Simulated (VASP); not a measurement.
# Si8HS16 (a cell with a defect) in VASP: notebook

Si8HS16 (a cell with a defect) is run at these levels: PBE; tasks: single point.

Everything below comes from runs of VASP 6.6.1. Logs are shortened: lines on timing, memory, paths and dates and some standing lists are left out, and cuts for length are marked.

### 1 The cell of the first run

The cell holds a defect, 25 atoms: a = 8.476 Å, b = 8.476 Å, c = 11.088 Å, α = 90.00°, β = 90.00°, γ = 97.43°.

### 2 Single point, PBE

Input file INCAR:

```
ALGO = Normal ; EDIFF = 1E-6
ENCUT = 400 ; GGA = PE
GGA_COMPAT = F ; ISIF = 2
ISMEAR = 0 ; LASPH = T
LCHARG = F ; LREAL = F
LWAVE = F ; NBANDS = 82
NELECT = 130.0 ; NELM = 120
PREC = Accurate ; SIGMA = 0.02
```

Input file KPOINTS:

```
Automatic mesh
0
Gamma
  2 2 2
  0.5 0.5 0.5
```

Input file POSCAR:

```
Si8HS16
1.0
   -6.3694089842      0.0000000000      5.5926732962
    6.3694089842      0.0000000000      5.5926732962
    0.0000000000     11.0875936402      0.0000000000
Si S H
8 16 1
Direct
    0.4520554823      0.3010044189     -0.0001758722
    0.8722176907      0.3809388283      0.5011645611
    0.8258565545      0.9271249770     -0.0001738880
    0.3722087606      0.8806983250      0.4983597144
    0.1207592836      0.1286067935     -0.0094638209
    0.6221432108      0.1308891544      0.4998302770
    0.6243482121      0.6322494162      0.0090479506
    0.1223163134      0.6307162306      0.4996983277
    0.0870322741      0.4146278179      0.3961547602
    0.6377323525      0.4639440147      0.8742125942
    0.5891556691      0.9151524774      0.3957703666
    0.0223537759      0.9308606741      0.8766236674
    0.8909160112      0.1603256202      0.0733682191
    0.4052329637      0.0965901987      0.6019472048
    0.4563240460      0.4981254126      0.1273360159
    0.9079371842      0.5964426633      0.6051644043
    0.8376633934      0.1642984061      0.6041284716
    0.2890907729      0.1153746554      0.1253717484
    0.3381831705      0.6660192390      0.6035133697
    0.8220646922      0.7306120941      0.1230149701
    0.2549953222      0.2965294740      0.8722446289
    0.6564556820      0.3475788294      0.3974376355
    0.5926675588      0.8621286664      0.9262581524
    0.1570132807      0.8448662684      0.3939927943
    0.5688956614      0.1843673627     -0.0001537755
```

Potentials or basis: VASP PAW PBE potentials, release 64 (Si, S, H).

The run is started by

```sh
cat potpaw_PBE.64/Si/POTCAR potpaw_PBE.64/S/POTCAR potpaw_PBE.64/H/POTCAR > POTCAR
mpirun -np 1 vasp_std > vasp.out
```

OUTCAR:

```text
EDIFF = 1E-6
   ENCUT = 400
   GGA = PE
   ISIF = 2
   ISMEAR = 0
   LASPH = T
   LREAL = F
   NELECT = 130.0
   NELM = 120
   PREC = Accurate

 ion  position               nearest neighbor table
   1  0.452  0.301  1.000-  25 1.49  21 2.19  15 2.19  18 2.40  10 2.40   7 2.99   5 3.00
   2  0.872  0.381  0.501-  22 2.15  16 2.15   9 2.15  17 2.15   8 2.80   6 2.80
   3  0.826  0.927  1.000-  23 2.14  13 2.14  20 2.15  12 2.15   7 2.84   5 2.84
   4  0.372  0.881  0.498-  14 2.15  24 2.15  19 2.15  11 2.15   8 2.80   6 2.80
   5  0.121  0.129  0.991-  18 2.08  21 2.15  12 2.18  13 2.20   3 2.84   1 3.00
   6  0.622  0.131  0.500-  14 2.15  22 2.15  17 2.15  11 2.15   2 2.80   4 2.80
   7  0.624  0.632  0.009-  10 2.08  15 2.15  20 2.18  23 2.20   3 2.84   1 2.99
   8  0.122  0.631  0.500-  24 2.15  16 2.15   9 2.15  19 2.15   4 2.80   2 2.80
   9  0.087  0.415  0.396-   2 2.15   8 2.15
  10  0.638  0.464  0.874-   7 2.08   1 2.40
  11  0.589  0.915  0.396-   6 2.15   4 2.15
  12  0.022  0.931  0.877-   3 2.15   5 2.18
  13  0.891  0.160  0.073-   3 2.14   5 2.20
  14  0.405  0.097  0.602-   6 2.15   4 2.15
[... 8 lines left out ...]
  23  0.593  0.862  0.926-   3 2.14   7 2.20
  24  0.157  0.845  0.394-   4 2.15   8 2.15
  25  0.569  0.184  1.000-   1 1.49

  LATTYP: Found a base centered orthorhombic cell.
 ALAT       =    11.1853465924
 B/A-ratio  =     1.1388845096
 C/A-ratio  =     0.9912606238

  Lattice vectors:

 A1 = (  -6.3694089842,   0.0000000000,   5.5926732962)
 A2 = (   6.3694089842,   0.0000000000,   5.5926732962)
 A3 = (   0.0000000000,  11.0875936402,   0.0000000000)

Analysis of symmetry for initial positions (statically):
=====================================================================
 Subroutine PRICEL returns:
 Original cell was already a primitive cell.

 Routine SETGRP: Setting up the symmetry group for a
 base centered orthorhombic supercell.

 Subroutine GETGRP returns: Found  1 space group operations
 (whereof  1 operations were pure point group operations)
 out of a pool of  8 trial point group operations.

The static configuration has the point symmetry C_1 .

Analysis of symmetry for dynamics (positions and initial velocities):
=====================================================================
 Subroutine PRICEL returns:
 Original cell was already a primitive cell.

 Routine SETGRP: Setting up the symmetry group for a
 base centered orthorhombic supercell.

 Subroutine GETGRP returns: Found  1 space group operations
 (whereof  1 operations were pure point group operations)
 out of a pool of  8 trial point group operations.

The dynamic configuration has the point symmetry C_1 .

 Subroutine INISYM returns: Found  1 space group operations
 (whereof  1 operations are pure point group operations),
 and found     1 'primitive' translations

----------------------------------------------------------------------------------------

                                     Primitive cell

  volume of cell :     789.9250

  direct lattice vectors                    reciprocal lattice vectors
    -6.369408984  0.000000000  5.592673296    -0.078500219  0.000000000  0.089402683
     6.369408984  0.000000000  5.592673296     0.078500219  0.000000000  0.089402683
     0.000000000 11.087593640  0.000000000     0.000000000  0.090190896  0.000000000

  length of vectors
     8.476282523  8.476282523 11.087593640     0.118975309  0.118975309  0.090190896

  position of ions in fractional coordinates (direct lattice)
     0.452055482  0.301004419  0.999824128
     0.872217691  0.380938828  0.501164561
     0.825856554  0.927124977  0.999826112
     0.372208761  0.880698325  0.498359714
     0.120759284  0.128606793  0.990536179
     0.622143211  0.130889154  0.499830277
[... 17 lines left out ...]
     0.157013281  0.844866268  0.393992794
     0.568895661  0.184367363  0.999846224

  ion indices of the primitive-cell ions
   primitive index   ion index
                 1           1
                 2           2
                 3           3
                 4           4
                 5           5
                 6           6
[... 17 lines left out ...]
                24          24
                25          25

----------------------------------------------------------------------------------------

 KPOINTS: Automatic mesh

Automatic generation of k-mesh.
 Grid dimensions read from file:
 generate k-points for:    2    2    2

 Generating k-lattice:

  Cartesian coordinates                     Fractional coordinates (reciprocal lattice)
    -0.039250109  0.000000000  0.044701342     0.500000000  0.000000000  0.000000000
     0.039250109  0.000000000  0.044701342     0.000000000  0.500000000  0.000000000
     0.000000000  0.045095448  0.000000000     0.000000000  0.000000000  0.500000000

  Length of vectors
     0.059487655  0.059487655  0.045095448

  Shift w.r.t. Gamma in fractional coordinates (k-lattice)
     0.500000000  0.500000000  0.500000000

 Subroutine IBZKPT returns following result:
 ===========================================

 Found      4 irreducible k-points:

 Following reciprocal coordinates:
            Coordinates               Weight
  0.250000  0.250000  0.250000      2.000000
 -0.250000 -0.250000  0.250000      2.000000
 -0.250000  0.250000  0.250000      2.000000
  0.250000 -0.250000  0.250000      2.000000
   k-points           NKPTS =      4   k-points in BZ     NKDIM =      4   number of bands    NBANDS=     82
   number of dos      NEDOS =    301   number of ions     NIONS =     25
   total plane-waves  NPLWV = 225792
   dimension x,y,z NGX =    56 NGY =   56 NGZ =   72
   dimension x,y,z NGXF=   112 NGYF=  112 NGZF=  144
   ions per type =               8  16   1
   NGX,Y,Z   is equivalent  to a cutoff of  10.98, 10.98, 10.80 a.u.
   NGXF,Y,Z  is equivalent  to a cutoff of  21.97, 21.97, 21.59 a.u.
 SYSTEM =  unknown system
   PREC   = accura    normal or accurate (medium, high low for compatibility)
   ISTART =      0    job   : 0-new  1-cont  2-samecut
   ICHARG =      2    charge: 1-file 2-atom 10-const
   ISPIN  =      1    spin polarized calculation?
   LNONCOLLINEAR =      F non collinear calculations
   LSORBIT =      F    spin-orbit coupling
   LASPH  =      T    aspherical Exc in radial PAW
   ENCUT  =  400.0 eV  29.40 Ry    5.42 a.u.  13.82 13.82 18.08*2*pi/ulx,y,z
   NELM   =    120;   NELMIN=  2; NELMDL= -5     # of ELM steps
   EDIFF  = 0.1E-05   stopping-criterion for ELM
   LREAL  =      F    real-space projection
   EDIFFG = 0.1E-04   stopping-criterion for IOM
   NSW    =      0    number of steps for IOM
   IBRION =     -1    ionic relax: 0-MD 1-quasi-New 2-CG
   NFREE  =      0    steps in history (QN), initial steepest desc. (CG)
   ISIF   =      2    stress and relaxation
   ISYM   =      2    0-nonsym 1-usesym 2-fastsym
   POTIM  = 0.5000    time-step for ionic-motion
   TEBEG  =    0.0;   TEEND  =   0.0 temperature during run
   PSTRESS=    0.0 pullay stress
   NELECT =     130.0000    total number of electrons
   NUPDOWN=      -1.0000    fix difference up-down
   EMIN   =  10.00;   EMAX   =-10.00  energy-range for DOS
   EFERMI =   0.00;   METHOD = LEGACY
   ISMEAR =     0;   SIGMA  =   0.02  broadening in eV -4-tet -1-fermi 0-gaus
   EFERMI_NEDOS =   21; number of points for ismear=-14 and -15
   IALGO  =     38    algorithm
   IMIX   =      4    mixing-type and parameters
     AMIX     =   0.40;   BMIX     =  1.00
     AMIX_MAG =   1.60;   BMIX_MAG =  1.00
  volume/ion in A,a.u.               =      31.60       213.23
  Fermi-wavevector in a.u.,A,eV,Ry     =   0.897141  1.695350 10.950809  0.804862
  Thomas-Fermi vector in A             =   2.019688
   LORBIT       =      0    0 simple, 1 ext, 2 COOP (PROOUT), +10 PAW based schemes
   GGA     = PE    functional components
   LHFCALC =     F    Hartree Fock is set to
   AEXX    =    0.0000 exact exchange contribution
   IVDW    =     0    specifies the selected vdW correction
   LEPSILON=     F    determine dielectric tensor
   LRPA    =     F    only Hartree local field effects (RPA)
 non-spin polarized calculation
 Gauss-broadening in eV      SIGMA  =   0.02
  energy-cutoff  :      400.00
  volume of cell :      789.93
 maximum number of plane-waves:     14351
   NGX = 27   NGY = 27   NGZ = 37

 number of electron     130.0000006 magnetization

 Free energy of the ion-electron system (eV)
  ---------------------------------------------------
  ext. energy  EPLUGINS =         0.00000000
  ---------------------------------------------------
  free energy    TOTEN  =      -126.49039712 eV

  energy without entropy =     -126.49039712  energy(sigma->0) =     -126.49039712

 E-fermi :   0.7048     XC(G=0):  -6.9199

 val. band max:        0.5918905046   @ k =  -0.2500  -0.2500   0.2500
 cond. band min:       2.9091429127   @ k =  -0.2500  -0.2500   0.2500
 fundamental gap:      2.3172524081
 Fermi energy:         0.7048165510

 k-point     1 :       0.2500    0.2500    0.2500
  band No.  band energies     occupation
      1     -14.5105      2.00000
      2     -14.4949      2.00000
      3     -13.5988      2.00000
      4     -13.1960      2.00000
      5     -13.1862      2.00000
      6     -13.1778      2.00000
[... 69 lines left out ...]
     76       4.3892      0.00000
     77       4.5454      0.00000

 k-point     2 :      -0.2500   -0.2500    0.2500
  band No.  band energies     occupation
      1     -14.5105      2.00000
      2     -14.4949      2.00000
      3     -13.5988      2.00000
      4     -13.1999      2.00000
      5     -13.1848      2.00000
      6     -13.1750      2.00000
[... 69 lines left out ...]
     76       4.3606      0.00000
     77       4.5411      0.00000

 k-point     3 :      -0.2500    0.2500    0.2500
  band No.  band energies     occupation
      1     -14.7070      2.00000
      2     -13.9333      2.00000
      3     -13.9332      2.00000
      4     -13.6623      2.00000
      5     -12.8708      2.00000
      6     -12.7724      2.00000
[... 69 lines left out ...]
     76       4.3938      0.00000
     77       4.6427      0.00000

 k-point     4 :       0.2500   -0.2500    0.2500
  band No.  band energies     occupation
      1     -14.7070      2.00000
      2     -13.9333      2.00000
      3     -13.9332      2.00000
      4     -13.6623      2.00000
      5     -12.8708      2.00000
      6     -12.7724      2.00000
[... 69 lines left out ...]
     76       4.3936      0.00000
     77       4.6424      0.00000
 [bands above 77 left out]

------------------------ aborting loop because EDIFF is reached ----------------------------------------

  FORCE on cell =-STRESS in cart. coord.  units (eV):
  Direction    XX          YY          ZZ          XY          YZ          ZX
  --------------------------------------------------------------------------------------
  -------------------------------------------------------------------------------------
  Total        6.4584191      5.8245023      3.2508477     -0.0090882     -0.2104706      0.0054451
  in kB       13.0993856     11.8136342      6.5935806     -0.0184333     -0.4268902      0.0110441
  external PRESSURE =      10.5022001 kB  Pullay stress =       0.0000000 kB

 VOLUME and BASIS-vectors are now :
 -----------------------------------------------------------------------------
  energy-cutoff  :      400.00
  volume of cell :      789.93
      direct lattice vectors                 reciprocal lattice vectors
    -6.369408984  0.000000000  5.592673296    -0.078500219  0.000000000  0.089402683
     6.369408984  0.000000000  5.592673296     0.078500219  0.000000000  0.089402683
     0.000000000 11.087593640  0.000000000     0.000000000  0.090190896  0.000000000

 POSITION                                       TOTAL-FORCE (eV/Angst)
 -----------------------------------------------------------------------------------
     -0.96211     11.08564      4.21162         0.101587     -0.000082     -0.001439
     -3.12916      5.55671      7.00849        -0.005241      0.004140     -0.000771
      0.64502     11.08567      9.80385        -0.106454     -0.000146      0.000141
      3.23878      5.52561      7.00710        -0.004948     -0.003944      0.000503
      0.04998     10.98266      1.39462        -0.010659      0.013878     -0.003844
     -3.12900      5.54192      4.21146        -0.004101     -0.000093     -0.000173
[... 17 lines left out ...]
      4.38122      4.36843      5.60319        -0.036398      0.027833     -0.001992
     -2.44922     11.08589      4.21275         0.092291      0.001286     -0.001795
 -----------------------------------------------------------------------------------
    total drift:                                0.000133      0.000147      0.000077

  FREE ENERGIE OF THE ION-ELECTRON SYSTEM (eV)
  ---------------------------------------------------
  free  energy   TOTEN  =      -126.4903971169 eV

  energy  without entropy=     -126.4903971169  energy(sigma->0) =     -126.49039712
```

It took 2.6 min on 1 thread of Intel Xeon 6975P-C (Granite Rapids), shared host; peak memory 0.56 GiB.

Results:

```yaml
Free_energy: -126.4904 eV
Largest_force: 0.120 eV/Å
```

Forces in eV/Å, atoms in the order of the input:
```
Si   0.102  0.000 -0.001
Si  -0.005  0.004 -0.001
Si  -0.106  0.000  0.000
Si  -0.005 -0.004  0.001
Si  -0.011  0.014 -0.004
Si  -0.004  0.000  0.000
Si  -0.011 -0.014  0.004
Si  -0.006  0.000  0.000
S    0.023  0.033 -0.001
S    0.100 -0.023 -0.009
S    0.028  0.025  0.002
S   -0.104  0.058  0.015
S   -0.017 -0.082 -0.054
S   -0.037 -0.031 -0.002
S    0.022 -0.038  0.026
S   -0.037 -0.027  0.002
S    0.028 -0.026 -0.002
S    0.095  0.027  0.009
S    0.023 -0.033  0.002
S   -0.104 -0.058 -0.014
S    0.024  0.033 -0.024
S   -0.037  0.031  0.002
S   -0.016  0.081  0.054
S   -0.036  0.028 -0.002
H    0.092  0.001 -0.002
```

Caveat: the cell carries a net charge on a neutralising background, which shifts energy and pressure; the cell is charged against a uniform background, so pressure and absolute levels hang on convention.

### 3 Single point, PBE

Input file INCAR:

```
PREC     = Accurate       # precision mode
ENCUT    = 400            # plane-wave cutoff, eV
EDIFF    = 1E-6           # SCF threshold, eV
ISMEAR   = 0              # smearing method
SIGMA    = 0.02           # smearing width, eV
LREAL    = F              # projectors in reciprocal space
LASPH    = T              # aspherical terms in the spheres
NELM     = 120            # most SCF steps
ALGO     = Normal         # electronic algorithm
ISIF     = 2              # what is computed and relaxed
LWAVE    = F              # write WAVECAR
LCHARG   = F              # write CHGCAR
GGA      = PE             # functional
NBANDS   = 82             # bands
NELECT   = 130.0        
GGA_COMPAT= F
```

KPOINTS is that of step 2.

Input file POSCAR:

```
Si8HS16
1.0
   -6.3694089842      0.0000000000      5.5926732962
    6.3694089842      0.0000000000      5.5926732962
    0.0000000000     11.0875936402      0.0000000000
Si S H
8 16 1
Direct
    0.4690565324      0.2826467725     -0.0001695589
    0.8730299336      0.3784155969      0.5002520998
    0.8062181621      0.9451773658     -0.0001880480
    0.3732003888      0.8783744180      0.4992682073
    0.1243068041      0.1263611548     -0.0114993392
    0.6231639847      0.1283497865      0.4998162974
    0.6251362799      0.6270738223      0.0110928488
    0.1230629385      0.6284467202      0.4997086996
    0.0879709374      0.4129996811      0.3953118361
    0.6626070841      0.4499567419      0.8868472564
    0.5899782534      0.9119941586      0.3966619036
   -0.0049495740      0.9508263881      0.8695970752
    0.9058320892      0.1654809810      0.0880047584
    0.4065425166      0.0945791924      0.6023830072
    0.4615859097      0.4812546105      0.1274622831
    0.9084695119      0.5935018273      0.6047630548
    0.8395228208      0.1617101681      0.6029522020
    0.3014623469      0.0891363676      0.1126597926
    0.3385186021      0.6633561192      0.6041091708
    0.8007141027      0.7562701048      0.1300096348
    0.2703532781      0.2898426844      0.8722989238
    0.6567413814      0.3449763488      0.3972381333
    0.5859129563      0.8455463076      0.9115907678
    0.1581817010      0.8430416324      0.3946703985
    0.5886907000      0.1632171582     -0.0001687472
```

Potentials or basis: VASP PAW PBE potentials, release 64 (Si, S, H).

The run is started by

```sh
cat potpaw_PBE.64/Si/POTCAR potpaw_PBE.64/S/POTCAR potpaw_PBE.64/H/POTCAR > POTCAR
mpirun -np 1 vasp_std > vasp.out
```

Wall time 2.6 min (1 thread of Intel Xeon 6975P-C (Granite Rapids), shared host); peak memory 0.56 GiB.

It converged, with:

| Property | Result |
| --- | --- |
| Free energy | -125.9980 eV |
| Largest force | 0.559 eV/Å |

Forces on the atoms (eV/Å):
```
Si   0.056  0.002 -0.007
Si  -0.002  0.007 -0.002
Si  -0.523  0.002 -0.003
Si  -0.002 -0.007  0.002
Si  -0.033  0.008 -0.007
Si  -0.003  0.000  0.000
Si  -0.036 -0.010  0.008
Si  -0.001  0.000  0.000
S    0.025  0.034 -0.003
S    0.214 -0.118  0.087
S    0.031  0.025  0.002
S   -0.286  0.005  0.053
S    0.088 -0.228 -0.225
S   -0.036 -0.032 -0.002
S   -0.006 -0.052  0.035
S   -0.035 -0.025  0.003
S    0.031 -0.025 -0.002
S    0.194  0.139 -0.086
S    0.025 -0.034  0.003
S   -0.280 -0.013 -0.050
S    0.006  0.028 -0.027
S   -0.037  0.033  0.003
S    0.085  0.233  0.228
S   -0.035  0.025 -0.003
H    0.559  0.004 -0.005
```

Levels at points of the mesh, in eV from the Fermi level:
```tsv
k point	band 63	band 64	band 65	band 66	band 67	band 68
(0.25, 0.25, 0.25)	-0.62	-0.41	-0.11	2.33	2.53	2.85
```

Caveat: the cell carries a net charge on a neutralising background, which shifts energy and pressure; the cell is charged against a uniform background, so pressure and absolute levels hang on convention.
